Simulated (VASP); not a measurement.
# K (Pm-3m) in VASP: single point with LDA

Aim: the single point of K with LDA.

Program: VASP 6.6.1. These are calculated values, not measurements. Logs are shortened: lines on timing, memory, paths and dates and some standing lists are left out, and cuts for length are marked.

## (1) The cell of the first run

Symmetry: Pm-3m, No. 221, cubic system. Conventional cell: a = 4.361 Å, b = 4.361 Å, c = 4.361 Å, α = 90.00°, β = 90.00°, γ = 90.00°. Within 5.7 Å of K (site symmetry m-3m) lie 6 K at 4.36 Å.

## (2) Single point, LDA

Contents of INCAR:

```
ALGO = Normal
EDIFF = 1E-6
ENCUT = 500
GGA = CA
GGA_COMPAT = F
ISIF = 2
ISMEAR = -1
LASPH = T
LCHARG = T
LELF = T
LREAL = F
LVHAR = T
LWAVE = F
NBANDS = 10
NELM = 120
PREC = Accurate
SIGMA = 0.1
```

Contents of KPOINTS:

```
k-points
0
Gamma
  5 5 5
```

Contents of POSCAR:

```
K
1.0
    4.3607840000      0.0000000000      0.0000000000
    0.0000000000      4.3607840000      0.0000000000
    0.0000000000      0.0000000000      4.3607840000
K
1
Direct
    0.0000000000      0.0000000000      0.0000000000
```

Potentials or basis: VASP PAW LDA potentials, release 64 (K_sv).

The run is started by

```console
$ cat potpaw_LDA.64/K_sv/POTCAR > POTCAR
$ mpirun -np 1 vasp_std > vasp.out
```

OUTCAR:

```text
EDIFF = 1E-6
   ENCUT = 500
   GGA = CA
   ISIF = 2
   ISMEAR = -1
   LASPH = T
   LREAL = F
   NELM = 120
   PREC = Accurate

 ion  position               nearest neighbor table
   1  0.000  0.000  0.000-

  LATTYP: Found a simple cubic cell.
 ALAT       =     4.3607840000

  Lattice vectors:

 A1 = (   4.3607840000,   0.0000000000,   0.0000000000)
 A2 = (   0.0000000000,   4.3607840000,   0.0000000000)
 A3 = (   0.0000000000,   0.0000000000,   4.3607840000)

Analysis of symmetry for initial positions (statically):
=====================================================================
 Subroutine PRICEL returns:
 Original cell was already a primitive cell.

 Routine SETGRP: Setting up the symmetry group for a
 simple cubic supercell.

 Subroutine GETGRP returns: Found 48 space group operations
 (whereof 48 operations were pure point group operations)
 out of a pool of 48 trial point group operations.

The static configuration has the point symmetry O_h .

Analysis of symmetry for dynamics (positions and initial velocities):
=====================================================================
 Subroutine PRICEL returns:
 Original cell was already a primitive cell.

 Routine SETGRP: Setting up the symmetry group for a
 simple cubic supercell.

 Subroutine GETGRP returns: Found 48 space group operations
 (whereof 48 operations were pure point group operations)
 out of a pool of 48 trial point group operations.

The dynamic configuration has the point symmetry O_h .

 Subroutine INISYM returns: Found 48 space group operations
 (whereof 48 operations are pure point group operations),
 and found     1 'primitive' translations

----------------------------------------------------------------------------------------

                                     Primitive cell

  volume of cell :      82.9266

  direct lattice vectors                    reciprocal lattice vectors
     4.360784000  0.000000000  0.000000000     0.229316563  0.000000000  0.000000000
     0.000000000  4.360784000  0.000000000     0.000000000  0.229316563  0.000000000
     0.000000000  0.000000000  4.360784000     0.000000000  0.000000000  0.229316563

  length of vectors
     4.360784000  4.360784000  4.360784000     0.229316563  0.229316563  0.229316563

  position of ions in fractional coordinates (direct lattice)
     0.000000000  0.000000000  0.000000000

  ion indices of the primitive-cell ions
   primitive index   ion index
                 1           1

----------------------------------------------------------------------------------------

 KPOINTS: k-points

Automatic generation of k-mesh.
 Grid dimensions read from file:
 generate k-points for:    5    5    5

 Generating k-lattice:

  Cartesian coordinates                     Fractional coordinates (reciprocal lattice)
     0.045863313  0.000000000  0.000000000     0.200000000  0.000000000  0.000000000
     0.000000000  0.045863313  0.000000000     0.000000000  0.200000000  0.000000000
     0.000000000  0.000000000  0.045863313     0.000000000  0.000000000  0.200000000

  Length of vectors
     0.045863313  0.045863313  0.045863313

  Shift w.r.t. Gamma in fractional coordinates (k-lattice)
     0.000000000  0.000000000  0.000000000

 Subroutine IBZKPT returns following result:
 ===========================================

 Found     10 irreducible k-points:

 Following reciprocal coordinates:
            Coordinates               Weight
  0.000000  0.000000  0.000000      1.000000
  0.200000  0.000000  0.000000      6.000000
  0.400000  0.000000  0.000000      6.000000
  0.200000  0.200000  0.000000     12.000000
  0.400000  0.200000  0.000000     24.000000
  0.400000  0.400000  0.000000     12.000000
  0.200000  0.200000  0.200000      8.000000
  0.400000  0.200000  0.200000     24.000000
  0.400000  0.400000  0.200000     24.000000
  0.400000  0.400000  0.400000      8.000000
   k-points           NKPTS =     10   k-points in BZ     NKDIM =     10   number of bands    NBANDS=     10
   number of dos      NEDOS =    301   number of ions     NIONS =      1
   total plane-waves  NPLWV =  32768
   dimension x,y,z NGX =    32 NGY =   32 NGZ =   32
   dimension x,y,z NGXF=    64 NGYF=   64 NGZF=   64
   ions per type =               1
   NGX,Y,Z   is equivalent  to a cutoff of  12.20, 12.20, 12.20 a.u.
   NGXF,Y,Z  is equivalent  to a cutoff of  24.40, 24.40, 24.40 a.u.
 SYSTEM =  unknown system
   PREC   = accura    normal or accurate (medium, high low for compatibility)
   ISTART =      0    job   : 0-new  1-cont  2-samecut
   ICHARG =      2    charge: 1-file 2-atom 10-const
   ISPIN  =      1    spin polarized calculation?
   LNONCOLLINEAR =      F non collinear calculations
   LSORBIT =      F    spin-orbit coupling
   LASPH  =      T    aspherical Exc in radial PAW
   ENCUT  =  500.0 eV  36.75 Ry    6.06 a.u.   7.95  7.95  7.95*2*pi/ulx,y,z
   NELM   =    120;   NELMIN=  2; NELMDL= -5     # of ELM steps
   EDIFF  = 0.1E-05   stopping-criterion for ELM
   LREAL  =      F    real-space projection
   EDIFFG = 0.1E-04   stopping-criterion for IOM
   NSW    =      0    number of steps for IOM
   IBRION =     -1    ionic relax: 0-MD 1-quasi-New 2-CG
   NFREE  =      0    steps in history (QN), initial steepest desc. (CG)
   ISIF   =      2    stress and relaxation
   ISYM   =      2    0-nonsym 1-usesym 2-fastsym
   POTIM  = 0.5000    time-step for ionic-motion
   TEBEG  =    0.0;   TEEND  =   0.0 temperature during run
   PSTRESS=    0.0 pullay stress
   NELECT =       9.0000    total number of electrons
   NUPDOWN=      -1.0000    fix difference up-down
   EMIN   =  10.00;   EMAX   =-10.00  energy-range for DOS
   EFERMI =   0.00;   METHOD = LEGACY
   ISMEAR =    -1;   SIGMA  =   0.10  broadening in eV -4-tet -1-fermi 0-gaus
   EFERMI_NEDOS =   21; number of points for ismear=-14 and -15
   IALGO  =     38    algorithm
   IMIX   =      4    mixing-type and parameters
     AMIX     =   0.40;   BMIX     =  1.00
     AMIX_MAG =   1.60;   BMIX_MAG =  1.00
  volume/ion in A,a.u.               =      82.93       559.62
  Fermi-wavevector in a.u.,A,eV,Ry     =   0.780892  1.475672  8.296733  0.609793
  Thomas-Fermi vector in A             =   1.884297
   LORBIT       =      0    0 simple, 1 ext, 2 COOP (PROOUT), +10 PAW based schemes
   GGA     = CA    functional components
   LHFCALC =     F    Hartree Fock is set to
   AEXX    =    0.0000 exact exchange contribution
   IVDW    =     0    specifies the selected vdW correction
   LEPSILON=     F    determine dielectric tensor
   LRPA    =     F    only Hartree local field effects (RPA)
 non-spin polarized calculation
  energy-cutoff  :      500.00
  volume of cell :       82.93
 maximum number of plane-waves:      2121
 NGX is ok and might be reduce to    32
   NGX = 15   NGY = 15   NGZ = 15

 number of electron       9.0000003 magnetization

 Free energy of the ion-electron system (eV)
  ---------------------------------------------------
  ext. energy  EPLUGINS =         0.00000000
  ---------------------------------------------------
  free energy    TOTEN  =        -1.03825839 eV

  energy without entropy =       -1.00296903  energy(sigma->0) =       -1.02061371

 E-fermi :  -0.6054     XC(G=0):  -5.5525

 val. band max:       -0.8459168706   @ k =   0.4000   0.2000   0.0000
 cond. band min:      -0.5262520329   @ k =   0.4000   0.2000   0.2000
 fundamental gap:      0.3196648376
 Fermi energy:        -0.6053822093

 k-point     1 :       0.0000    0.0000    0.0000
  band No.  band energies     occupation
      1     -32.5464      2.00000
      2     -16.2210      2.00000
      3     -16.2210      2.00000
      4     -16.2210      2.00000
      5      -2.5303      2.00000
      6       2.2589      0.00000
      7       2.2589      0.00000
      8       5.3951      0.00000
      9       5.3981      0.00000
     10       5.4033      0.00000

 k-point     2 :       0.2000    0.0000    0.0000
  band No.  band energies     occupation
      1     -32.5451      2.00000
      2     -16.2481      2.00000
      3     -16.2187      2.00000
      4     -16.2187      2.00000
      5      -2.1742      2.00000
      6       1.8037      0.00000
      7       2.4232      0.00000
      8       4.5737      0.00000
      9       4.5738      0.00000
     10       4.9569      0.00000

 k-point     3 :       0.4000    0.0000    0.0000
  band No.  band energies     occupation
      1     -32.5430      2.00000
      2     -16.2914      2.00000
      3     -16.2151      2.00000
      4     -16.2151      2.00000
      5      -1.1803      1.99365
      6       0.3513      0.00014
      7       2.7475      0.00000
      8       4.0416      0.00000
      9       4.0416      0.00000
     10       5.5271      0.00000

 k-point     4 :       0.2000    0.2000    0.0000
  band No.  band energies     occupation
      1     -32.5438      2.00000
      2     -16.2463      2.00000
      3     -16.2447      2.00000
      4     -16.2165      2.00000
      5      -1.8246      1.99999
      6       1.9649      0.00000
      7       2.1106      0.00000
      8       3.7044      0.00000
      9       4.5201      0.00000
     10       4.9899      0.00000

 k-point     5 :       0.4000    0.2000    0.0000
  band No.  band energies     occupation
      1     -32.5417      2.00000
      2     -16.2883      2.00000
      3     -16.2412      2.00000
      4     -16.2129      2.00000
      5      -0.8459      1.83447
      6       0.6100      0.00001
      7       2.5816      0.00000
      8       3.3088      0.00000
      9       4.1599      0.00000
     10       4.9709      0.00000

 k-point     6 :       0.4000    0.4000    0.0000
  band No.  band energies     occupation
      1     -32.5396      2.00000
      2     -16.2834      2.00000
      3     -16.2829      2.00000
      4     -16.2094      2.00000
      5       0.0419      0.00309
      6       1.1492      0.00000
      7       1.6209      0.00000
      8       2.5321      0.00000
      9       4.3522      0.00000
     10       4.4513      0.00000

 k-point     7 :       0.2000    0.2000    0.2000
  band No.  band energies     occupation
      1     -32.5425      2.00000
      2     -16.2444      2.00000
      3     -16.2422      2.00000
      4     -16.2422      2.00000
      5      -1.4827      1.99969
      6       2.1326      0.00000
      7       2.1326      0.00000
      8       3.1961      0.00000
      9       4.2020      0.00000
     10       4.2020      0.00000

 k-point     8 :       0.4000    0.2000    0.2000
  band No.  band energies     occupation
      1     -32.5404      2.00000
      2     -16.2852      2.00000
      3     -16.2394      2.00000
      4     -16.2381      2.00000
      5      -0.5263      0.62378
      6       0.8776      0.00000
      7       2.5985      0.00000
      8       3.3003      0.00000
      9       3.5666      0.00000
     10       4.2425      0.00000

 k-point     9 :       0.4000    0.4000    0.2000
  band No.  band energies     occupation
      1     -32.5384      2.00000
      2     -16.2805      2.00000
      3     -16.2799      2.00000
      4     -16.2347      2.00000
      5       0.3187      0.00019
      6       1.4949      0.00000
      7       1.6997      0.00000
      8       2.7129      0.00000
      9       3.7298      0.00000
     10       4.0376      0.00000

 k-point    10 :       0.4000    0.4000    0.4000
  band No.  band energies     occupation
      1     -32.5363      2.00000
      2     -16.2759      2.00000
      3     -16.2751      2.00000
      4     -16.2751      2.00000
      5       1.0200      0.00000
      6       1.8576      0.00000
      7       1.8576      0.00000
      8       2.9820      0.00000
      9       3.4925      0.00000
     10       3.4925      0.00000

------------------------ aborting loop because EDIFF is reached ----------------------------------------

  FORCE on cell =-STRESS in cart. coord.  units (eV):
  Direction    XX          YY          ZZ          XY          YZ          ZX
  --------------------------------------------------------------------------------------
  -------------------------------------------------------------------------------------
  Total       -0.2271315     -0.2271315     -0.2271315      0.0000000     -0.0000000     -0.0000000
  in kB       -4.3882792     -4.3882792     -4.3882792      0.0000000     -0.0000000     -0.0000000
  external PRESSURE =      -4.3882792 kB  Pullay stress =       0.0000000 kB

 VOLUME and BASIS-vectors are now :
 -----------------------------------------------------------------------------
  energy-cutoff  :      500.00
  volume of cell :       82.93
      direct lattice vectors                 reciprocal lattice vectors
     4.360784000  0.000000000  0.000000000     0.229316563  0.000000000  0.000000000
     0.000000000  4.360784000  0.000000000     0.000000000  0.229316563  0.000000000
     0.000000000  0.000000000  4.360784000     0.000000000  0.000000000  0.229316563

 POSITION                                       TOTAL-FORCE (eV/Angst)
 -----------------------------------------------------------------------------------
      0.00000      0.00000      0.00000         0.000000      0.000000      0.000000
 -----------------------------------------------------------------------------------
    total drift:                                0.000000     -0.000000      0.000000

  FREE ENERGIE OF THE ION-ELECTRON SYSTEM (eV)
  ---------------------------------------------------
  free  energy   TOTEN  =        -1.0382583931 eV

  energy  without entropy=       -1.0029690310  energy(sigma->0) =       -1.02061371
```

Run time: 3.9 s. Hardware: 1 thread of Intel Xeon Platinum 8559C (Emerald Rapids), shared host; peak memory 0.14 GiB.

Results:

```
Free energy : -1.0383 eV
Pressure    : -0.4 GPa
```
